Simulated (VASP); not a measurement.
# AgCl (Fm-3m) in VASP: notebook

The runs below take AgCl through single point, with HSE06, PBE, r2SCAN.

Everything below comes from runs of VASP 6.6.1. Logs are shortened: lines on timing, memory, paths and dates and some standing lists are left out, and cuts for length are marked.

### Step 1. The cell of the first run

It takes space group Fm-3m (No. 225, cubic). Conventional cell: a = 5.519 Å, b = 5.519 Å, c = 5.519 Å, α = 90.00°, β = 90.00°, γ = 90.00°. Ag (site symmetry m-3m) has 6 Cl at 2.76 Å within 3.6 Å. Within 3.6 Å of Cl (site symmetry m-3m) lie 6 Ag at 2.76 Å.

### Step 2. Single point, HSE06 (strain -0.5%)

The input, POSCAR:

```
AgCl
1.0
    0.0000000000      2.7593178950      2.7593178950
    2.7593178950      0.0000000000      2.7593178950
    2.7593178950      2.7593178950      0.0000000000
Ag Cl
1 1
Direct
    0.0000000000      0.0000000000      0.0000000000
    0.5000000000      0.5000000000      0.5000000000
```

The input, INCAR.step1:

```
SYSTEM = AgCl
PREC = Accurate
ENCUT = 520
EDIFF = 1E-5
ISMEAR = 0
SIGMA = 0.01
LREAL = .False.
LASPH = .True.
NELM = 100
ALGO = Normal
ISIF = 2
LWAVE = .True.
LCHARG = .False.
NBANDS = 16
GGA = PE
```

The input, INCAR.step2:

```
SYSTEM = AgCl
PREC = Accurate
ENCUT = 520
EDIFF = 1E-6
ISMEAR = 0
SIGMA = 0.01
LREAL = .False.
LASPH = .True.
NELM = 100
ALGO = Normal
ISIF = 2
LWAVE = .False.
LCHARG = .False.
GGA = PE
LHFCALC = .True.
HFSCREEN = 0.2079
PRECFOCK = Normal
NBANDS = 16
ISTART = 1
```

The input, KPOINTS:

```
regular mesh
0
Gamma
  6 6 6
  0 0 0
```

Potentials or basis: VASP PAW PBE potentials, release 64 (Ag, Cl).

Run with:

```
$ cat potpaw_PBE.64/Ag/POTCAR potpaw_PBE.64/Cl/POTCAR > POTCAR
$ cp INCAR.step1 INCAR
$ mpirun -np 1 vasp_std > vasp.out
$ cp INCAR.step2 INCAR
$ mpirun -np 1 vasp_std > vasp.out
```

OUTCAR:

```text
SYSTEM = AgCl
   PREC = Accurate
   ENCUT = 520
   EDIFF = 1E-6
   ISMEAR = 0
   LREAL = .False.
   LASPH = .True.
   NELM = 100
   ISIF = 2
   GGA = PE
   LHFCALC = .True.
   HFSCREEN = 0.2079
   PRECFOCK = Normal
   ISTART = 1

 ion  position               nearest neighbor table
   1  0.000  0.000  0.000-   2 2.76   2 2.76   2 2.76   2 2.76   2 2.76   2 2.76
   2  0.500  0.500  0.500-   1 2.76   1 2.76   1 2.76   1 2.76   1 2.76   1 2.76

  LATTYP: Found a face centered cubic cell.
 ALAT       =     5.5186357900

  Lattice vectors:

 A1 = (   0.0000000000,   2.7593178950,   2.7593178950)
 A2 = (   2.7593178950,   0.0000000000,   2.7593178950)
 A3 = (   2.7593178950,   2.7593178950,   0.0000000000)

Analysis of symmetry for initial positions (statically):
=====================================================================
 Subroutine PRICEL returns:
 Original cell was already a primitive cell.

 Routine SETGRP: Setting up the symmetry group for a
 face centered cubic supercell.

 Subroutine GETGRP returns: Found 48 space group operations
 (whereof 48 operations were pure point group operations)
 out of a pool of 48 trial point group operations.

The static configuration has the point symmetry O_h .

Analysis of symmetry for dynamics (positions and initial velocities):
=====================================================================
 Subroutine PRICEL returns:
 Original cell was already a primitive cell.

 Routine SETGRP: Setting up the symmetry group for a
 face centered cubic supercell.

 Subroutine GETGRP returns: Found 48 space group operations
 (whereof 48 operations were pure point group operations)
 out of a pool of 48 trial point group operations.

The dynamic configuration has the point symmetry O_h .

 Subroutine INISYM returns: Found 48 space group operations
 (whereof 48 operations are pure point group operations),
 and found     1 'primitive' translations

----------------------------------------------------------------------------------------

                                     Primitive cell

  volume of cell :      42.0180

  direct lattice vectors                    reciprocal lattice vectors
     0.000000000  2.759317895  2.759317895    -0.181204203  0.181204203  0.181204203
     2.759317895  0.000000000  2.759317895     0.181204203 -0.181204203  0.181204203
     2.759317895  2.759317895  0.000000000     0.181204203  0.181204203 -0.181204203

  length of vectors
     3.902264790  3.902264790  3.902264790     0.313854886  0.313854886  0.313854886

  position of ions in fractional coordinates (direct lattice)
     0.000000000  0.000000000  0.000000000
     0.500000000  0.500000000  0.500000000

  ion indices of the primitive-cell ions
   primitive index   ion index
                 1           1
                 2           2

----------------------------------------------------------------------------------------

 KPOINTS: regular mesh

Automatic generation of k-mesh.
 Grid dimensions read from file:
 generate k-points for:    6    6    6

 Generating k-lattice:

  Cartesian coordinates                     Fractional coordinates (reciprocal lattice)
    -0.030200701  0.030200701  0.030200701     0.166666667  0.000000000  0.000000000
     0.030200701 -0.030200701  0.030200701     0.000000000  0.166666667  0.000000000
     0.030200701  0.030200701 -0.030200701     0.000000000  0.000000000  0.166666667

  Length of vectors
     0.052309148  0.052309148  0.052309148

  Shift w.r.t. Gamma in fractional coordinates (k-lattice)
     0.000000000  0.000000000  0.000000000

 Subroutine IBZKPT returns following result:
 ===========================================

 Found     16 irreducible k-points:

 Following reciprocal coordinates:
            Coordinates               Weight
  0.000000  0.000000  0.000000      1.000000
  0.166667  0.000000  0.000000      8.000000
  0.333333  0.000000  0.000000      8.000000
  0.500000  0.000000  0.000000      4.000000
  0.166667  0.166667  0.000000      6.000000
  0.333333  0.166667  0.000000     24.000000
[... 8 lines left out ...]
 -0.333333  0.333333  0.166667     24.000000
 -0.333333  0.500000  0.166667     12.000000
   k-points           NKPTS =     16   k-points in BZ     NKDIM =    216   number of bands    NBANDS=     16
   number of dos      NEDOS =    301   number of ions     NIONS =      2
   total plane-waves  NPLWV =  27000
   dimension x,y,z NGX =    30 NGY =   30 NGZ =   30
   dimension x,y,z NGXF=    60 NGYF=   60 NGZF=   60
   ions per type =               1   1
   NGX,Y,Z   is equivalent  to a cutoff of  12.78, 12.78, 12.78 a.u.
   NGXF,Y,Z  is equivalent  to a cutoff of  25.56, 25.56, 25.56 a.u.
 SYSTEM =  AgCl
   PREC   = accura    normal or accurate (medium, high low for compatibility)
   ISTART =      1    job   : 0-new  1-cont  2-samecut
   ICHARG =      0    charge: 1-file 2-atom 10-const
   ISPIN  =      1    spin polarized calculation?
   LNONCOLLINEAR =      F non collinear calculations
   LSORBIT =      F    spin-orbit coupling
   LASPH  =      T    aspherical Exc in radial PAW
   ENCUT  =  520.0 eV  38.22 Ry    6.18 a.u.   7.26  7.26  7.26*2*pi/ulx,y,z
   NELM   =    100;   NELMIN=  2; NELMDL=  0     # of ELM steps
   EDIFF  = 0.1E-05   stopping-criterion for ELM
   LREAL  =      F    real-space projection
   EDIFFG = 0.1E-04   stopping-criterion for IOM
   NSW    =      0    number of steps for IOM
   IBRION =     -1    ionic relax: 0-MD 1-quasi-New 2-CG
   NFREE  =      0    steps in history (QN), initial steepest desc. (CG)
   ISIF   =      2    stress and relaxation
   ISYM   =      3    0-nonsym 1-usesym 2-fastsym
   POTIM  = 0.5000    time-step for ionic-motion
   TEBEG  =    0.0;   TEEND  =   0.0 temperature during run
   PSTRESS=    0.0 pullay stress
   NELECT =      18.0000    total number of electrons
   NUPDOWN=      -1.0000    fix difference up-down
   EMIN   =  10.00;   EMAX   =-10.00  energy-range for DOS
   EFERMI =   0.00;   METHOD = LEGACY
   ISMEAR =     0;   SIGMA  =   0.01  broadening in eV -4-tet -1-fermi 0-gaus
   EFERMI_NEDOS =   21; number of points for ismear=-14 and -15
   IALGO  =     38    algorithm
   IMIX   =      1    mixing-type and parameters
     AMIX     =   0.40;   BMIX     =  1.00
     AMIX_MAG =   1.60;   BMIX_MAG =  1.00
  volume/ion in A,a.u.               =      21.01       141.78
  Fermi-wavevector in a.u.,A,eV,Ry     =   1.234110  2.332130 20.722053  1.523028
  Thomas-Fermi vector in A             =   2.368813
   LORBIT       =      0    0 simple, 1 ext, 2 COOP (PROOUT), +10 PAW based schemes
   GGA     = PE    functional components
   LHFCALC =     T    Hartree Fock is set to
   PRECFOCK=normal    Normal, Fast or Accurate (Low or Medium for compatibility)
   ENCUT4O =  -1.0   cutoff for four orbital integrals eV
   NKREDX  =     1    reduce k-point grid by
   NKREDY  =     1    reduce k-point grid by
   NKREDZ  =     1    reduce k-point grid by
   AEXX    =    0.2500 exact exchange contribution
   HFSCREEN=    0.2079 screening length (either q_TF or 0.3 A-1)
   HFSCREENC=   0.2079 screening length for correlation (either q_TF or 0.3 A-1)
   ENCUTFOCK=  -1.0 apply spherical cutoff to Coloumb kernel
   IVDW    =     0    specifies the selected vdW correction
   LEPSILON=     F    determine dielectric tensor
   LRPA    =     F    only Hartree local field effects (RPA)
 non-spin polarized calculation
 Gauss-broadening in eV      SIGMA  =   0.01
  energy-cutoff  :      520.00
  volume of cell :       42.02
 maximum number of plane-waves:      1158
 NGX is ok and might be reduce to    30
  NGX = 24; NGY = 24; NGZ = 24

 number of electron      18.0000006 magnetization

 Free energy of the ion-electron system (eV)
  ---------------------------------------------------
  ext. energy  EPLUGINS =         0.00000000
  ---------------------------------------------------
  free energy    TOTEN  =        -6.63119118 eV

  energy without entropy =       -6.63119118  energy(sigma->0) =       -6.63119118

 E-fermi :   3.0478     XC(G=0):  -8.2738

 val. band max:        2.9838175302   @ k =   0.5000   0.0000   0.0000
 cond. band min:       5.3689584561   @ k =   0.0000   0.0000   0.0000
 fundamental gap:      2.3851409259
 Fermi energy:         3.0477666560

 k-point     1 :       0.0000    0.0000    0.0000
  band No.  band energies     occupation
      1     -13.4070      2.00000
      2       0.0760      2.00000
      3       0.0760      2.00000
      4       0.0760      2.00000
      5       0.0776      2.00000
      6       0.0776      2.00000
[... 8 lines left out ...]
     15      18.4046      0.00000
     16      18.4046      0.00000

 k-point     2 :       0.1667    0.0000    0.0000
  band No.  band energies     occupation
      1     -13.2910      2.00000
      2      -0.7025      2.00000
      3      -0.7025      2.00000
      4      -0.7016      2.00000
      5       0.1672      2.00000
      6       0.1672      2.00000
[... 8 lines left out ...]
     15      16.7214      0.00000
     16      17.4538      0.00000

 k-point     3 :       0.3333    0.0000    0.0000
  band No.  band energies     occupation
      1     -13.0436      2.00000
      2      -2.0006      2.00000
      3      -1.3860      2.00000
      4      -1.3860      2.00000
      5       0.3560      2.00000
      6       0.3560      2.00000
[... 8 lines left out ...]
     15      17.5807      0.00000
     16      17.5807      0.00000

 k-point     4 :       0.5000    0.0000    0.0000
  band No.  band energies     occupation
      1     -12.9110      2.00000
      2      -2.5455      2.00000
      3      -1.6284      2.00000
      4      -1.6284      2.00000
      5       0.4539      2.00000
      6       0.4539      2.00000
[... 8 lines left out ...]
     15      18.5462      0.00000
     16      18.5462      0.00000
[... 172 lines left out ...]
 k-point    14 :       0.5000    0.3333    0.1667
  band No.  band energies     occupation
      1     -12.9394      2.00000
      2      -1.9674      2.00000
      3      -1.3602      2.00000
      4      -0.9183      2.00000
      5       0.3024      2.00000
      6       0.4514      2.00000
[... 8 lines left out ...]
     15      19.3913      0.00000
     16      20.9967      0.00000

 k-point    15 :      -0.3333    0.3333    0.1667
  band No.  band energies     occupation
      1     -12.8711      2.00000
      2      -1.8450      2.00000
      3      -1.3768      2.00000
      4      -1.3670      2.00000
      5       0.3851      2.00000
      6       0.4757      2.00000
[... 8 lines left out ...]
     15      18.4525      0.00000
     16      20.1489      0.00000

 k-point    16 :      -0.3333    0.5000    0.1667
  band No.  band energies     occupation
      1     -12.8677      2.00000
      2      -1.4089      2.00000
      3      -1.3516      2.00000
      4      -0.9643      2.00000
      5       0.4955      2.00000
      6       0.5585      2.00000
[... 8 lines left out ...]
     15      19.1783      0.00000
     16      20.0275      0.00000

------------------------ aborting loop because EDIFF is reached ----------------------------------------

  FORCE on cell =-STRESS in cart. coord.  units (eV):
  Direction    XX          YY          ZZ          XY          YZ          ZX
  --------------------------------------------------------------------------------------
  -------------------------------------------------------------------------------------
  Total        0.5124512      0.5124512      0.5124512      0.0000000      0.0000000     -0.0000000
  in kB       19.5401510     19.5401510     19.5401510      0.0000000      0.0000000     -0.0000000
  external PRESSURE =      19.5401510 kB  Pullay stress =       0.0000000 kB

 VOLUME and BASIS-vectors are now :
 -----------------------------------------------------------------------------
  energy-cutoff  :      520.00
  volume of cell :       42.02
      direct lattice vectors                 reciprocal lattice vectors
     0.000000000  2.759317895  2.759317895    -0.181204203  0.181204203  0.181204203
     2.759317895  0.000000000  2.759317895     0.181204203 -0.181204203  0.181204203
     2.759317895  2.759317895  0.000000000     0.181204203  0.181204203 -0.181204203

 POSITION                                       TOTAL-FORCE (eV/Angst)
 -----------------------------------------------------------------------------------
      0.00000      0.00000      0.00000         0.000000      0.000000      0.000000
      2.75932      2.75932      2.75932        -0.000000      0.000000     -0.000000
 -----------------------------------------------------------------------------------
    total drift:                               -0.000002     -0.000004     -0.000005

  FREE ENERGIE OF THE ION-ELECTRON SYSTEM (eV)
  ---------------------------------------------------
  free  energy   TOTEN  =        -6.6311911759 eV

  energy  without entropy=       -6.6311911759  energy(sigma->0) =       -6.63119118
```

It took 32 min on 1 thread of Intel Xeon Platinum 8375C at 2.90GHz (Ice Lake), shared host; peak memory 0.28 GiB.

Results:

| Item | Value |
| --- | --- |
| Free energy | -6.6312 eV |
| Pressure | 2.0 GPa |
| Band gap on the k mesh | 2.39 eV (least direct gap 4.69 eV) |

Caveat: the cell differs from its parent crystal (strain -0.5%); the PAW data sets were made with another functional, which shifts forces and pressure a little. A k mesh can miss the band edges.

(Part 1 of 2 ends here.)
